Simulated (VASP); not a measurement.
Wanted: the native input for a VASP 6.6.1 run.

- Task: single point
- Functional: PBE
- Potentials or basis: VASP PAW PBE potentials, release 64 (B, P)
- Cutoff: 500 eV
- k mesh: 10 × 10 × 10
- Occupations: gaussian, width 0.02 eV
- Spin: no spin polarisation
- Dipole correction: no
- Further INCAR settings: ALGO = Normal; EDIFF = 1e-06; NBANDS = 11

The structure of BP lies in POSCAR:

```
BP
1.0
    0.0000000000      2.2038042079      2.2038042079
    2.2038042079      0.0000000000      2.2038042079
    2.2038042079      2.2038042079      0.0000000000
B P
1 1
Direct
    0.0000000000      0.0000000000      0.0000000000
    0.2500000000      0.2500000000      0.2500000000
```

One way to write it, as run:

INCAR

```
SYSTEM = BP
PREC = Accurate
ENCUT = 500
EDIFF = 1E-6
ISMEAR = 0
SIGMA = 0.02
LREAL = .False.
LASPH = .True.
NELM = 120
ALGO = Normal
ISIF = 2
LWAVE = .False.
LCHARG = .True.
GGA = PE
LELF = .True.
LVHAR = .True.
NBANDS = 11
GGA_COMPAT = .False.
```

KPOINTS

```
Automatic mesh
0
Gamma
  10 10 10
  0 0 0
```

Potentials or basis: VASP PAW PBE potentials, release 64 (B, P).

Launch:

```console
$ cat potpaw_PBE.64/B/POTCAR potpaw_PBE.64/P/POTCAR > POTCAR
$ mpirun -np 1 vasp_std > vasp.out
```

It gave:

- Pressure: 17.9 GPa
- Band gap on the k mesh: 1.12 eV (least direct gap 3.55 eV)

Caveat: the cell stands under pressure.

Run time: 6.3 s on 1 thread of Intel(R) Xeon(R) Platinum 8259CL CPU @ 2.50GHz (Skylake/Cascade Lake), on a shared host, peak memory 0.13 GiB.
